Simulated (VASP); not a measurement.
# Fe (Fmmm) in VASP: a series of runs

Fe is run at these levels: r2SCANh, PBE, revPBE, BLYP; tasks: single point, relaxation of cell and atoms.

Everything below comes from runs of VASP 6.6.1. Logs are shortened: lines on timing, memory, paths and dates and some standing lists are left out, and cuts for length are marked.

## Step 1: The cell of the first run

It takes space group Fmmm (No. 69, orthorhombic). Conventional cell: a = 2.997 Å, b = 3.883 Å, c = 3.930 Å, α = 90.00°, β = 90.00°, γ = 90.00°. Fe (site symmetry mmm) has 14 Fe at 2.45 to 3.00 Å within 3.2 Å.

## Step 2: Single point, r2SCANh, collinear spin, ferromagnetic start

Contents of POSCAR:

```
Fe
1.0
    0.0000000000      1.9417396906      1.9651051623
    1.4984397099      0.0000000000      1.9651051623
    1.4984397099      1.9417396906      0.0000000000
Fe
1
Direct
    0.0000000000      0.0000000000      0.0000000000
```

Contents of INCAR.step1:

```
SYSTEM = Fe
PREC     = Accurate       ! precision mode
ENCUT    = 520            ! plane-wave cutoff, eV
EDIFF    = 1E-5           ! SCF threshold, eV
ISMEAR   = -1             ! smearing method
SIGMA    = 0.05           ! smearing width, eV
LREAL    = .False.        ! projectors in reciprocal space
LASPH    = .True.         ! aspherical terms in the spheres
NELM     = 150            ! most SCF steps
ALGO     = Normal         ! electronic algorithm
ISIF     = 2              ! what is computed and relaxed
LWAVE    = .True.         ! write WAVECAR
LCHARG   = .False.        ! write CHGCAR
ISPIN    = 2              ! spin polarisation
MAGMOM   = 3              ! initial moments
LORBIT   = 11             ! projections on sites
LMAXMIX  = 4              ! l up to which the mixer works
NBANDS   = 14             ! bands
GGA      = PE             ! functional
```

Contents of INCAR.step2:

```
SYSTEM = Fe
PREC     = Accurate       ! precision mode
ENCUT    = 520            ! plane-wave cutoff, eV
EDIFF    = 1E-6           ! SCF threshold, eV
ISMEAR   = -1             ! smearing method
SIGMA    = 0.05           ! smearing width, eV
LREAL    = .False.        ! projectors in reciprocal space
LASPH    = .True.         ! aspherical terms in the spheres
NELM     = 150            ! most SCF steps
ALGO     = Normal         ! electronic algorithm
ISIF     = 2              ! what is computed and relaxed
LWAVE    = .False.        ! write WAVECAR
LCHARG   = .False.        ! write CHGCAR
ISPIN    = 2              ! spin polarisation
MAGMOM   = 3              ! initial moments
LORBIT   = 11             ! projections on sites
LMAXMIX  = 4              ! l up to which the mixer works
METAGGA  = R2SCAN         ! meta-GGA
LHFCALC  = .True.         ! exact exchange
AEXX     = 0.1            ! exact-exchange fraction
LMIXTAU  = .True.       
PRECFOCK = Normal       
NBANDS   = 14             ! bands
ISTART   = 1
```

Contents of KPOINTS:

```
Automatic mesh
0
Gamma
  7 7 7
  0 0 0
```

Potentials or basis: VASP PAW PBE potentials, release 64 (Fe).

Started as:

```bash
$ cat potpaw_PBE.64/Fe/POTCAR > POTCAR
$ cp INCAR.step1 INCAR
$ mpirun -np 1 vasp_std > vasp.out
$ cp INCAR.step2 INCAR
$ mpirun -np 1 vasp_std > vasp.out
```

OUTCAR:

```text
SYSTEM = Fe
   PREC = Accurate
   ENCUT = 520
   EDIFF = 1E-6
   ISMEAR = -1
   LREAL = .False.
   LASPH = .True.
   NELM = 150
   ISIF = 2
   ISPIN = 2
   LORBIT = 11
   METAGGA = R2SCAN
   LHFCALC = .True.
   AEXX = 0.1
   PRECFOCK = Normal
   ISTART = 1

 ion  position               nearest neighbor table
   1  0.000  0.000  0.000-

  LATTYP: Found a face centered orthorhombic cell.
 ALAT       =     2.9968794198
 B/A-ratio  =     1.2958410524
 C/A-ratio  =     1.3114342535

  Lattice vectors:

 A1 = (   0.0000000000,   1.9417396906,   1.9651051623)
 A2 = (   1.4984397099,   0.0000000000,   1.9651051623)
 A3 = (   1.4984397099,   1.9417396906,   0.0000000000)

Analysis of symmetry for initial positions (statically):
=====================================================================
 Subroutine PRICEL returns:
 Original cell was already a primitive cell.

 Routine SETGRP: Setting up the symmetry group for a
 face centered orthorhombic supercell.

 Subroutine GETGRP returns: Found  8 space group operations
 (whereof  8 operations were pure point group operations)
 out of a pool of  8 trial point group operations.

The static configuration has the point symmetry D_2h.

Analysis of symmetry for dynamics (positions and initial velocities):
=====================================================================
 Subroutine PRICEL returns:
 Original cell was already a primitive cell.

 Routine SETGRP: Setting up the symmetry group for a
 face centered orthorhombic supercell.

 Subroutine GETGRP returns: Found  8 space group operations
 (whereof  8 operations were pure point group operations)
 out of a pool of  8 trial point group operations.

The dynamic configuration has the point symmetry D_2h.

Analysis of structural, dynamic, and magnetic symmetry:
=====================================================================
 Subroutine PRICEL returns:
 Original cell was already a primitive cell.

 Routine SETGRP: Setting up the symmetry group for a
 face centered orthorhombic supercell.

 Subroutine GETGRP returns: Found  8 space group operations
 (whereof  8 operations were pure point group operations)
 out of a pool of  8 trial point group operations.

The overall configuration has the point symmetry D_2h.

 Subroutine INISYM returns: Found  8 space group operations
 (whereof  8 operations are pure point group operations),
 and found     1 'primitive' translations

----------------------------------------------------------------------------------------

                                     Primitive cell

  volume of cell :      11.4353

  direct lattice vectors                    reciprocal lattice vectors
     0.000000000  1.941739691  1.965105162    -0.333680426  0.257501045  0.254439309
     1.498439710  0.000000000  1.965105162     0.333680426 -0.257501045  0.254439309
     1.498439710  1.941739691  0.000000000     0.333680426  0.257501045 -0.254439309

  length of vectors
     2.762605894  2.471226388  2.452687218     0.492329947  0.492329947  0.492329947

  position of ions in fractional coordinates (direct lattice)
     0.000000000  0.000000000  0.000000000

  ion indices of the primitive-cell ions
   primitive index   ion index
                 1           1

----------------------------------------------------------------------------------------

 KPOINTS: Automatic mesh

Automatic generation of k-mesh.
 Grid dimensions read from file:
 generate k-points for:    7    7    7

 Generating k-lattice:

  Cartesian coordinates                     Fractional coordinates (reciprocal lattice)
    -0.047668632  0.036785864  0.036348473     0.142857143  0.000000000  0.000000000
     0.047668632 -0.036785864  0.036348473     0.000000000  0.142857143  0.000000000
     0.047668632  0.036785864 -0.036348473    -0.000000000 -0.000000000  0.142857143

  Length of vectors
     0.070332850  0.070332850  0.070332850

  Shift w.r.t. Gamma in fractional coordinates (k-lattice)
     0.000000000  0.000000000  0.000000000

 Subroutine IBZKPT returns following result:
[... 42 lines left out ...]
 maximum number of plane-waves:       337
 NGX is ok and might be reduce to    24
  NGX = 16; NGY = 14; NGZ = 14

 number of electron       8.0000000 magnetization       2.8684719

 Free energy of the ion-electron system (eV)
  ---------------------------------------------------
  ext. energy  EPLUGINS =         0.00000000
  ---------------------------------------------------
  free energy    TOTEN  =       -15.53989412 eV

  energy without entropy =      -15.53847945  energy(sigma->0) =      -15.53918678

 E-fermi :   5.8784     XC(G=0): -12.9079

 val. band max:        5.7437957206   @ k =  -0.2857   0.1429   0.1429
 cond. band min:       5.9458862242   @ k =  -0.4286   0.1429   0.2857
 fundamental gap:      0.2020905036
 Fermi energy:         5.8783553299

 spin component 1

 k-point     1 :       0.0000    0.0000    0.0000
  band No.  band energies     occupation
      1      -3.5215      1.00000
      2       1.3663      1.00000
      3       1.4252      1.00000
      4       1.6901      1.00000
      5       2.5558      1.00000
      6       2.9286      1.00000
      7      31.1140      0.00000
      8      32.5667      0.00000
      9      32.8277      0.00000
     10      36.6871      0.00000
     11      37.9517      0.00000
     12      38.2223      0.00000
     13      38.2406      0.00000
     14      38.3462      0.00000
[... 377 lines left out ...]
      1      -1.7587      1.00000
      2       1.3977      1.00000
      3       1.6734      1.00000
      4       1.8705      1.00000
      5       2.1569      1.00000
      6       3.1555      1.00000
      7      26.7981      0.00000
      8      27.4200      0.00000
      9      30.2037      0.00000
     10      31.2186      0.00000
     11      36.1362      0.00000
     12      37.4259      0.00000
     13      38.9163      0.00000
     14      44.5626      0.00000

 [... further k-points ...]

 spin component 2

 k-point     1 :       0.0000    0.0000    0.0000
  band No.  band energies     occupation
      1      -4.2017      1.00000
      2       6.3382      0.00010
      3       6.6155      0.00000
      4       7.4538      0.00000
      5       8.7457      0.00000
      6       9.6785      0.00000
      7      30.5059      0.00000
      8      32.3110      0.00000
      9      32.6913      0.00000
     10      37.6213      0.00000
     11      38.3901      0.00000
     12      40.1896      0.00000
     13      40.2739      0.00000
     14      40.5734      0.00000
[... 377 lines left out ...]
      1      -2.3198      1.00000
      2       6.1351      0.00586
      3       7.0460      0.00000
      4       7.2110      0.00000
      5       8.1231      0.00000
      6       9.6479      0.00000
      7      27.2506      0.00000
      8      28.4511      0.00000
      9      31.2564      0.00000
     10      32.0928      0.00000
     11      37.0750      0.00000
     12      38.9637      0.00000
     13      40.7375      0.00000
     14      46.5464      0.00000

 [... further k-points ...]
[... 5 lines left out ...]
  --------------------------------------------------------------------------------------
  -------------------------------------------------------------------------------------
  Total        0.7315120      1.0990628      1.0558856      0.0000000      0.0000000      0.0000000
  in kB      102.4910574    153.9880480    147.9385519      0.0000000      0.0000000      0.0000000
  external PRESSURE =     134.8058858 kB  Pullay stress =       0.0000000 kB

 VOLUME and BASIS-vectors are now :
 -----------------------------------------------------------------------------
  energy-cutoff  :      520.00
  volume of cell :       11.44
      direct lattice vectors                 reciprocal lattice vectors
     0.000000000  1.941739691  1.965105162    -0.333680426  0.257501045  0.254439309
     1.498439710  0.000000000  1.965105162     0.333680426 -0.257501045  0.254439309
     1.498439710  1.941739691  0.000000000     0.333680426  0.257501045 -0.254439309

 POSITION                                       TOTAL-FORCE (eV/Angst)
 -----------------------------------------------------------------------------------
      0.00000      0.00000      0.00000         0.000000      0.000000      0.000000
 -----------------------------------------------------------------------------------
    total drift:                                0.000001     -0.000000     -0.000000

  FREE ENERGIE OF THE ION-ELECTRON SYSTEM (eV)
  ---------------------------------------------------
  free  energy   TOTEN  =       -15.5398941211 eV

  energy  without entropy=      -15.5384794472  energy(sigma->0) =      -15.53918678

 total charge

# of ion       s       p       d       tot
------------------------------------------
    1        0.505   0.601   6.162   7.268

 magnetization (x)

# of ion       s       p       d       tot
------------------------------------------
    1       -0.013  -0.121   3.055   2.921
```

Run time: 1.9 h. Hardware: 1 thread of Intel Xeon Platinum 8488C (Sapphire Rapids), shared host; peak memory 0.16 GiB.

What came out:

| Quantity | Value |
| --- | --- |
| Free energy | -15.5399 eV |
| Pressure | 13.5 GPa |
| Net moment | 2.87 μB per cell |
| Site moments | Fe +2.92 μB |
| Valence electrons inside the program's atomic spheres | Fe 7.27 |

Stress tensor (GPa, compression positive):
```
10.25  0.00  0.00
 0.00 15.40  0.00
 0.00  0.00 14.79
```

Caveat: the k points lie up to 0.44 Å⁻¹ apart; the PAW data sets were made with another functional, which shifts forces and pressure a little.

## Step 3: Single point, PBE, collinear spin, ferromagnetic start

Contents of INCAR:

```
ALGO = Normal ; EDIFF = 1E-6
ENCUT = 690 ; GGA = PE
GGA_COMPAT = False ; ISIF = 2
ISMEAR = -1 ; ISPIN = 2
LASPH = True ; LCHARG = False
LMAXMIX = 4 ; LORBIT = 11
LREAL = False ; LWAVE = False
MAGMOM = 3 ; NBANDS = 18
NELM = 200 ; NUPDOWN = 3.0
PREC = Accurate ; SIGMA = 0.05
```

Contents of KPOINTS:

```
k-points
0
Gamma
  11 11 11
```

POSCAR is that of step 2.

Potentials or basis: VASP PAW PBE potentials, release 64 (Fe_sv).

Started as:

```bash
$ cat potpaw_PBE.64/Fe_sv/POTCAR > POTCAR
$ mpirun -np 1 vasp_std > vasp.out
```

Run time: 98 s. Hardware: 1 thread of Intel Xeon Platinum 8259CL at 2.50GHz (Skylake/Cascade Lake), shared host; peak memory 0.22 GiB.

The run converged. Its results:

| Item | Value |
| --- | --- |
| Free energy | -8.0564 eV |
| Pressure | 20.4 GPa |
| Net moment | 3.00 μB per cell |
| Site moments | Fe +2.86 μB |
| Valence electrons inside the program's atomic spheres | Fe 13.74 |

Stress tensor (GPa, compression positive):
```
19.35  0.00  0.00
 0.00 22.15  0.00
 0.00  0.00 19.71
```

Caveat: the cell stands under pressure; the total moment is fixed, so each spin has its own Fermi level and the state may be an excited one.

## Step 4: Relaxation of cell and atoms, revPBE, collinear spin, ferromagnetic start

Contents of INCAR:

```
  PREC = Accurate
  ENCUT = 600
  EDIFF = 1E-6
  ISMEAR = -1
  SIGMA = 0.05
  LREAL = F
  LASPH = T
  NELM = 150
  ALGO = Normal
  ISIF = 3
  LWAVE = F
  LCHARG = F
  ISPIN = 2
  MAGMOM = 3
  LORBIT = 11
  LMAXMIX = 4
  GGA = RE
  IBRION = 2
  NSW = 60
  EDIFFG = -0.01
```

Contents of KPOINTS:

```
regular mesh
0
Gamma
  13 13 13
```

POSCAR is that of step 3.

Potentials or basis: VASP PAW PBE potentials, release 64 (Fe).

Started as:

```bash
$ cat potpaw_PBE.64/Fe/POTCAR > POTCAR
$ mpirun -np 1 vasp_std > vasp.out
```

Wall time 4.2 min (1 thread of Intel Xeon Platinum 8488C (Sapphire Rapids), shared host); peak memory 0.23 GiB.

It converged, with:

* Free energy: -7.8581 eV
* Relaxed volume: 11.58 Å³/atom
* Relaxed cell: a = 2.850 Å, b = 2.469 Å, c = 2.468 Å, α = 70.51°, β = 54.74°, γ = 54.74°
* Space group after relaxing (to 0.1 Å): Im-3m (No. 229)
* Energy gained by relaxing: 17.8 meV/atom
* Ionic steps: 10
* Pressure after relaxing: 0.0 GPa
* Net moment: 2.20 μB per cell
* Site moments: Fe +2.20 μB
* Valence electrons inside the program's atomic spheres: Fe 7.22

The path:
```csv
step,energy change (eV),largest force (eV/Å),pressure (GPa),volume (Å³)
1,0.0000,0.0000,3.49,11.44
2,-0.0085,0.0000,-2.24,11.85
3,-0.0085,0.0000,-2.13,11.84
4,-0.0145,0.0000,-1.58,11.74
5,-0.0175,0.0000,-0.66,11.63
6,-0.0177,0.0000,-0.21,11.60
7,-0.0177,0.0000,-0.31,11.60
8,-0.0178,0.0000,0.26,11.56
9,-0.0178,0.0000,0.10,11.57
10,-0.0178,0.0000,-0.03,11.58
```

Final structure:
```
Fe
1.0
     0.00000    2.01513    2.01522
     1.42569    0.00000    2.01522
     1.42569    2.01513    0.00000
Fe
1
Direct
  0.00000 0.00000 0.00000
```

Levels at points of the mesh, in eV from the Fermi level:
Spin up:
```tsv
k point	band 2	band 3	band 4	band 5	band 6	band 7	band 8	band 9
(0.00, 0.00, 0.00)	-2.25	-2.25	-2.25	-1.10	-1.09	24.86	24.87	24.87
```
Spin down:
```tsv
k point	band 1	band 2	band 3	band 4	band 5	band 6	band 7	band 8
(0.00, 0.00, 0.00)	-8.15	-0.30	-0.30	-0.30	1.74	1.74	24.52	24.53
```

Caveat: the PAW data sets were made with another functional, which shifts forces and pressure a little.

## Step 5: Relaxation of cell and atoms, BLYP, collinear spin, ferromagnetic start

Contents of INCAR:

```
SYSTEM = Fe
  PREC = Accurate
  ENCUT = 600
  EDIFF = 1E-6
  ISMEAR = -1
  SIGMA = 0.05
  LREAL = .FALSE.
  LASPH = .TRUE.
  NELM = 150
  ALGO = Fast
  ISIF = 3
  LWAVE = .FALSE.
  LCHARG = .FALSE.
  ISPIN = 2
  MAGMOM = 3
  LORBIT = 11
  LMAXMIX = 4
  GGA = B5
  ALDAX = 1.0
  AGGAX = 1.0
  AGGAC = 1.0
  ALDAC = 0.0
  IBRION = 2
  NSW = 60
  EDIFFG = -0.01
```

Contents of KPOINTS:

```
Automatic mesh
0
G
  13 13 13
  0 0 0
```

POSCAR is that of step 4.

Started as:

```bash
$ cat potpaw_PBE.64/Fe/POTCAR > POTCAR
$ mpirun -np 1 vasp_std > vasp.out
```

Run time: 7.2 min. Hardware: 1 thread of Intel Xeon Platinum 8488C (Sapphire Rapids), shared host; peak memory 0.24 GiB.

It converged, with:

| Quantity | Value |
| --- | --- |
| Free energy | -7.1798 eV |
| Relaxed volume | 11.84 Å³/atom |
| Relaxed cell | a = 2.872 Å, b = 2.486 Å, c = 2.488 Å, α = 70.52°, β = 54.70°, γ = 54.78° |
| Space group after relaxing (to 0.1 Å) | Im-3m (No. 229) |
| Energy gained by relaxing | 24.5 meV/atom |
| Ionic steps | 20 |
| Pressure after relaxing | 0.0 GPa |
| Net moment | 2.18 μB per cell |
| Site moments | Fe +2.18 μB |
| Valence electrons inside the program's atomic spheres | Fe 7.23 |

Stress tensor (GPa, compression positive):
```
-0.04  0.00  0.00
 0.00 -0.09  0.00
 0.00  0.00  0.04
```

The path:
```
step  energy change (eV)  largest force (eV/Å)  pressure (GPa)  volume (Å³)
   1              0.0000                0.0000            6.99        11.44
   2             -0.0128                0.0000           -4.17        12.28
   3             -0.0155                0.0000           -1.39        12.01
   4             -0.0202                0.0000           -0.96        11.94
   5             -0.0244                0.0000            0.23        11.82
   6             -0.0244                0.0000            0.39        11.81
   7             -0.0244                0.0000           -0.37        11.87
   8             -0.0245                0.0000           -0.11        11.84
   9             -0.0245                0.0000            0.01        11.84
  10             -0.0245                0.0000           -0.02        11.84
  11             -0.0245                0.0000           -0.28        11.84
  12             -0.0244                0.0000            0.52        11.80
  13             -0.0245                0.0000            0.12        11.83
  14             -0.0245                0.0000            0.07        11.83
  15             -0.0245                0.0000           -0.23        11.83
  16             -0.0245                0.0000            0.28        11.83
  17             -0.0245                0.0000           -0.05        11.83
  18             -0.0245                0.0000            0.10        11.83
  19             -0.0245                0.0000           -0.17        11.85
  20             -0.0245                0.0000           -0.03        11.84
```

Final structure:
```cif
data_structure
_symmetry_space_group_name_H-M 'P 1'
_symmetry_Int_Tables_number 1
_cell_length_a 2.8715
_cell_length_b 2.4857
_cell_length_c 2.4883
_cell_angle_alpha 70.523
_cell_angle_beta 54.696
_cell_angle_gamma 54.780
_cell_volume 11.84
loop_
_atom_site_label
_atom_site_type_symbol
_atom_site_fract_x
_atom_site_fract_y
_atom_site_fract_z
_atom_site_occupancy
Fe1 Fe 0.00000 0.00000 0.00000 1
```

Levels at points of the mesh, in eV from the Fermi level:
Spin up:
| k point | band 1 | band 2 | band 3 | band 4 | band 5 | band 6 | band 7 | band 8 | band 9 | band 10 |
| --- | --- | --- | --- | --- | --- | --- | --- | --- | --- | --- |
| (0.00, 0.00, 0.00) | -8.02 | -2.21 | -2.20 | -2.19 | -1.06 | -1.06 | 24.90 | 24.92 | 24.94 | 29.76 |
Spin down:
```
           k point  band 1  band 2  band 3  band 4  band 5  band 6
(0.00, 0.00, 0.00)   -7.87   -0.40   -0.39   -0.38    1.61    1.61
```

Caveat: the PAW data sets were made with another functional, which shifts forces and pressure a little.

## Step 6: Overview

```csv
task,level,potentials or basis,fixed moment (μB),cell,k mesh,cutoff (eV),grid for exact exchange (PRECFOCK),share of exact exchange,gap on the mesh (eV),pressure (GPa),moment (μB),relaxed volume (Å³/atom)
single point,r2SCANh,"VASP PAW PBE potentials, release 64 (Fe)",-,as given,7 × 7 × 7,520,Normal,0.1,none,13.5,2.87,-
single point,PBE,"VASP PAW PBE potentials, release 64 (Fe_sv)",3.0,as given,11 × 11 × 11,690,-,-,-,20.4,3.00,-
relaxation of cell and atoms,revPBE,"VASP PAW PBE potentials, release 64 (Fe)",-,relaxed,13 × 13 × 13,600,-,-,none,0.0,2.20,11.58
relaxation of cell and atoms,BLYP,"VASP PAW PBE potentials, release 64 (Fe)",-,relaxed,13 × 13 × 13,600,-,-,none,0.0,2.18,11.84
```

Alike in all rows: spin collinear, ferromagnetic start; smearing fermi-dirac 0.05 eV.

Caveats: some runs use coarse meshes; the PAW data sets were made with another functional, which shifts forces and pressure a little (at least some runs); the cell stands under pressure (at least some runs); the total moment is fixed, so each spin has its own Fermi level and the state may be an excited one (at least some runs).

Total energies depend on the potentials used, so only differences within one code and one set of settings carry meaning.

The gap in the log of VASP goes by the Fermi energy; the results here count the filled bands.